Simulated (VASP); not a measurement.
# Be in VASP: notebook

Runs on Be. Level: PBE. Tasks: electric field gradients.

All numbers are computed with VASP 6.6.1; they aren't measurements. Logs are shortened: lines on timing, memory, paths and dates and some standing lists are left out, and cuts for length are marked.

## Step 1: The cell of the first run

The structure is cubic, space group Im-3m (No. 229). Conventional cell: a = 2.523 Å, b = 2.523 Å, c = 2.523 Å, α = 90.00°, β = 90.00°, γ = 90.00°. Be (site symmetry m-3m) has 14 Be at 2.18 to 2.52 Å within 2.9 Å.

## Step 2: Electric field gradients, PBE (volume scaled by 1.02)

Input file INCAR:

```
PREC = Accurate
ENCUT = 520
EDIFF = 1E-8
ISMEAR = -1
SIGMA = 0.03
LREAL = F
LASPH = T
NELM = 80
ALGO = Normal
ISIF = 2
LWAVE = F
LCHARG = F
GGA = PE
LEFG = T
NBANDS = 7
```

Input file KPOINTS:

```
Automatic mesh
0
Gamma
  23 23 23
```

Input file POSCAR:

```
Be
1.0
   -1.2614200074      1.2614200074      1.2614200074
    1.2614200074     -1.2614200074      1.2614200074
    1.2614200074      1.2614200074     -1.2614200074
Be
1
Direct
    0.0000000000      0.0000000000      0.0000000000
```

Potentials or basis: VASP PAW PBE potentials, release 64 (Be).

The run is started by

```
cat potpaw_PBE.64/Be/POTCAR > POTCAR
mpirun -np 1 vasp_std > vasp.out
```

OUTCAR:

```text
PREC = Accurate
   ENCUT = 520
   EDIFF = 1E-8
   ISMEAR = -1
   LREAL = F
   LASPH = T
   NELM = 80
   ISIF = 2
   GGA = PE

 ion  position               nearest neighbor table
   1  0.000  0.000  0.000-

  LATTYP: Found a body centered cubic cell.
 ALAT       =     2.5228400148

  Lattice vectors:

 A1 = (  -1.2614200074,   1.2614200074,   1.2614200074)
 A2 = (   1.2614200074,  -1.2614200074,   1.2614200074)
 A3 = (   1.2614200074,   1.2614200074,  -1.2614200074)

Analysis of symmetry for initial positions (statically):
=====================================================================
 Subroutine PRICEL returns:
 Original cell was already a primitive cell.

 Routine SETGRP: Setting up the symmetry group for a
 body centered cubic supercell.

 Subroutine GETGRP returns: Found 48 space group operations
 (whereof 48 operations were pure point group operations)
 out of a pool of 48 trial point group operations.

The static configuration has the point symmetry O_h .

Analysis of symmetry for dynamics (positions and initial velocities):
=====================================================================
 Subroutine PRICEL returns:
 Original cell was already a primitive cell.

 Routine SETGRP: Setting up the symmetry group for a
 body centered cubic supercell.

 Subroutine GETGRP returns: Found 48 space group operations
 (whereof 48 operations were pure point group operations)
 out of a pool of 48 trial point group operations.

The dynamic configuration has the point symmetry O_h .

 Subroutine INISYM returns: Found 48 space group operations
 (whereof 48 operations are pure point group operations),
 and found     1 'primitive' translations

----------------------------------------------------------------------------------------

                                     Primitive cell

  volume of cell :       8.0286

  direct lattice vectors                    reciprocal lattice vectors
    -1.261420007  1.261420007  1.261420007     0.000000000  0.396378682  0.396378682
     1.261420007 -1.261420007  1.261420007     0.396378682  0.000000000  0.396378682
     1.261420007  1.261420007 -1.261420007     0.396378682  0.396378682  0.000000000

  length of vectors
     2.184843543  2.184843543  2.184843543     0.560564108  0.560564108  0.560564108

  position of ions in fractional coordinates (direct lattice)
     0.000000000  0.000000000  0.000000000

  ion indices of the primitive-cell ions
   primitive index   ion index
                 1           1

----------------------------------------------------------------------------------------

 KPOINTS: Automatic mesh

Automatic generation of k-mesh.
 Grid dimensions read from file:
 generate k-points for:   23   23   23

 Generating k-lattice:

  Cartesian coordinates                     Fractional coordinates (reciprocal lattice)
     0.000000000  0.017233856  0.017233856     0.043478261  0.000000000  0.000000000
     0.017233856  0.000000000  0.017233856     0.000000000  0.043478261  0.000000000
     0.017233856  0.017233856  0.000000000     0.000000000  0.000000000  0.043478261

  Length of vectors
     0.024372353  0.024372353  0.024372353

  Shift w.r.t. Gamma in fractional coordinates (k-lattice)
     0.000000000  0.000000000  0.000000000

 Subroutine IBZKPT returns following result:
 ===========================================

 Found    364 irreducible k-points:

 Following reciprocal coordinates:
            Coordinates               Weight
  0.000000  0.000000  0.000000      1.000000
  0.043478  0.000000  0.000000     12.000000
  0.086957  0.000000  0.000000     12.000000
  0.130435  0.000000  0.000000     12.000000
  0.173913  0.000000  0.000000     12.000000
  0.217391  0.000000  0.000000     12.000000
[... 16 lines left out ...]
  0.478261  0.043478  0.000000     24.000000
  0.086957  0.086957  0.000000     24.000000
 [... further k-points ...]
   k-points           NKPTS =    364   k-points in BZ     NKDIM =    364   number of bands    NBANDS=      7
   number of dos      NEDOS =    301   number of ions     NIONS =      1
   total plane-waves  NPLWV =   4096
   dimension x,y,z NGX =    16 NGY =   16 NGZ =   16
   dimension x,y,z NGXF=    32 NGYF=   32 NGZF=   32
   ions per type =               1
   NGX,Y,Z   is equivalent  to a cutoff of  12.17, 12.17, 12.17 a.u.
   NGXF,Y,Z  is equivalent  to a cutoff of  24.35, 24.35, 24.35 a.u.
 SYSTEM =  unknown system
   PREC   = accura    normal or accurate (medium, high low for compatibility)
   ISTART =      0    job   : 0-new  1-cont  2-samecut
   ICHARG =      2    charge: 1-file 2-atom 10-const
   ISPIN  =      1    spin polarized calculation?
   LNONCOLLINEAR =      F non collinear calculations
   LSORBIT =      F    spin-orbit coupling
   LASPH  =      T    aspherical Exc in radial PAW
   ENCUT  =  520.0 eV  38.22 Ry    6.18 a.u.   4.06  4.06  4.06*2*pi/ulx,y,z
   NELM   =     80;   NELMIN=  2; NELMDL= -5     # of ELM steps
   EDIFF  = 0.1E-07   stopping-criterion for ELM
   LREAL  =      F    real-space projection
   EDIFFG = 0.1E-06   stopping-criterion for IOM
   NSW    =      0    number of steps for IOM
   IBRION =     -1    ionic relax: 0-MD 1-quasi-New 2-CG
   NFREE  =      0    steps in history (QN), initial steepest desc. (CG)
   ISIF   =      2    stress and relaxation
   ISYM   =      2    0-nonsym 1-usesym 2-fastsym
   POTIM  = 0.5000    time-step for ionic-motion
   TEBEG  =    0.0;   TEEND  =   0.0 temperature during run
   PSTRESS=    0.0 pullay stress
   NELECT =       2.0000    total number of electrons
   NUPDOWN=      -1.0000    fix difference up-down
   EMIN   =  10.00;   EMAX   =-10.00  energy-range for DOS
   EFERMI =   0.00;   METHOD = LEGACY
   ISMEAR =    -1;   SIGMA  =   0.03  broadening in eV -4-tet -1-fermi 0-gaus
   EFERMI_NEDOS =   21; number of points for ismear=-14 and -15
   IALGO  =     38    algorithm
   IMIX   =      4    mixing-type and parameters
     AMIX     =   0.40;   BMIX     =  1.00
     AMIX_MAG =   1.60;   BMIX_MAG =  1.00
  volume/ion in A,a.u.               =       8.03        54.18
  Fermi-wavevector in a.u.,A,eV,Ry     =   1.030082  1.946573 14.436718  1.061069
  Thomas-Fermi vector in A             =   2.164162
   LORBIT       =      0    0 simple, 1 ext, 2 COOP (PROOUT), +10 PAW based schemes
   GGA     = PE    functional components
   LHFCALC =     F    Hartree Fock is set to
   AEXX    =    0.0000 exact exchange contribution
   IVDW    =     0    specifies the selected vdW correction
   LEPSILON=     F    determine dielectric tensor
   LRPA    =     F    only Hartree local field effects (RPA)
 non-spin polarized calculation
  energy-cutoff  :      520.00
  volume of cell :        8.03
 maximum number of plane-waves:       236
   NGX =  9   NGY =  9   NGZ =  9

 number of electron       2.0000000 magnetization

 Free energy of the ion-electron system (eV)
  ---------------------------------------------------
  ext. energy  EPLUGINS =         0.00000000
  ---------------------------------------------------
  free energy    TOTEN  =        -3.66373360 eV

  energy without entropy =       -3.66313552  energy(sigma->0) =       -3.66343456

 E-fermi :   7.7971     XC(G=0): -10.5620

 val. band max:        7.7556867239   @ k =   0.3043   0.2609   0.0870
 cond. band min:       7.8315456564   @ k =  -0.4348   0.4348   0.3913
 fundamental gap:      0.0758589325
 Fermi energy:         7.7971308416

 k-point     1 :       0.0000    0.0000    0.0000
  band No.  band energies     occupation
      1      -4.3675      2.00000
      2      26.7779      0.00000
      3      26.7779      0.00000
      4      26.7779      0.00000
      5      38.0615      0.00000
      6      38.0615      0.00000
      7      38.0615      0.00000

 k-point     2 :       0.0435    0.0000    0.0000
  band No.  band energies     occupation
      1      -4.3016      2.00000
      2      26.4582      0.00000
      3      26.5101      0.00000
      4      26.7021      0.00000
      5      37.1508      0.00000
      6      37.1939      0.00000
      7      38.5014      0.00000

 k-point     3 :       0.0870    0.0000    0.0000
  band No.  band energies     occupation
      1      -4.1039      2.00000
      2      25.4748      0.00000
      3      25.8136      0.00000
      4      26.4778      0.00000
      5      35.3215      0.00000
      6      35.6881      0.00000
      7      38.8755      0.00000
[... 191 lines left out ...]
 k-point    23 :       0.4783    0.0435    0.0000
  band No.  band energies     occupation
      1       2.6801      2.00000
      2       8.0791      0.00017
      3      19.5927      0.00000
      4      22.4080      0.00000
      5      28.6608      0.00000
      6      33.6461      0.00000
      7      43.5033      0.00000

 k-point    24 :       0.0870    0.0870    0.0000
  band No.  band energies     occupation
      1      -3.5763      2.00000
      2      23.6532      0.00000
      3      23.8535      0.00000
      4      25.4915      0.00000
      5      33.5329      0.00000
      6      34.0834      0.00000
      7      38.2319      0.00000

 [... further k-points ...]
[... 5 lines left out ...]
  --------------------------------------------------------------------------------------
  -------------------------------------------------------------------------------------
  Total       -0.1529273     -0.1529273     -0.1529273     -0.0000000      0.0000000     -0.0000000
  in kB      -30.5180308    -30.5180308    -30.5180308     -0.0000000      0.0000000     -0.0000000
  external PRESSURE =     -30.5180308 kB  Pullay stress =       0.0000000 kB

 VOLUME and BASIS-vectors are now :
 -----------------------------------------------------------------------------
  energy-cutoff  :      520.00
  volume of cell :        8.03
      direct lattice vectors                 reciprocal lattice vectors
    -1.261420007  1.261420007  1.261420007     0.000000000  0.396378682  0.396378682
     1.261420007 -1.261420007  1.261420007     0.396378682  0.000000000  0.396378682
     1.261420007  1.261420007 -1.261420007     0.396378682  0.396378682  0.000000000

 POSITION                                       TOTAL-FORCE (eV/Angst)
 -----------------------------------------------------------------------------------
      0.00000      0.00000      0.00000         0.000000      0.000000     -0.000000
 -----------------------------------------------------------------------------------
    total drift:                                0.000000      0.000000      0.000000

  FREE ENERGIE OF THE ION-ELECTRON SYSTEM (eV)
  ---------------------------------------------------
  free  energy   TOTEN  =        -3.6637335993 eV

  energy  without entropy=       -3.6631355220  energy(sigma->0) =       -3.66343456

 Electric field gradients (V/A^2)
---------------------------------------------------------------------
 ion       V_xx      V_yy      V_zz      V_xy      V_xz      V_yz
---------------------------------------------------------------------
   1      -0.000    -0.000    -0.000     0.000     0.000     0.000
---------------------------------------------------------------------

 Electric field gradients after diagonalization (V/A^2)
 (convention: |V_zz| > |V_xx| > |V_yy|)
----------------------------------------------------------------------
 ion       V_xx      V_yy      V_zz     asymmetry (V_yy - V_xx)/ V_zz
----------------------------------------------------------------------
   1      -0.000    -0.000     0.000       0.000
----------------------------------------------------------------------

           NMR quadrupolar parameters

 Cq : quadrupolar parameter    Cq=e*Q*V_zz/h
 eta: asymmetry parameters     (V_yy - V_xx)/ V_zz
 Q  : nuclear electric quadrupole moment in mb (millibarn)
----------------------------------------------------------------------
 ion       Cq(MHz)       eta       Q (mb)
----------------------------------------------------------------------
   1       0.000       0.000       1.000
----------------------------------------------------------------------
```

Run time: 22 s. Hardware: 1 thread of AMD EPYC 7R43 (Zen 3), shared host; peak memory 0.08 GiB.

Results:

```yaml
Free_energy: -3.6637 eV
Pressure: -3.1 GPa
Band_gap_on_the_k_mesh: zero (band 1 reaches 11.24 eV, above the bottom of band 2 at 6.47 eV)
```

Levels at points of the mesh, in eV from the Fermi level:
| k point | band 1 | band 2 | band 3 | band 4 | band 5 | band 6 |
| --- | --- | --- | --- | --- | --- | --- |
| (0.00, 0.00, 0.00) | -12.16 | 18.98 | 18.98 | 18.98 | 30.26 | 30.26 |

Caveat: without QUAD_EFG the Cq values of the log hold for a quadrupole moment of 1 mb, not for the nuclei.

(Part 1 of 2 ends here.)
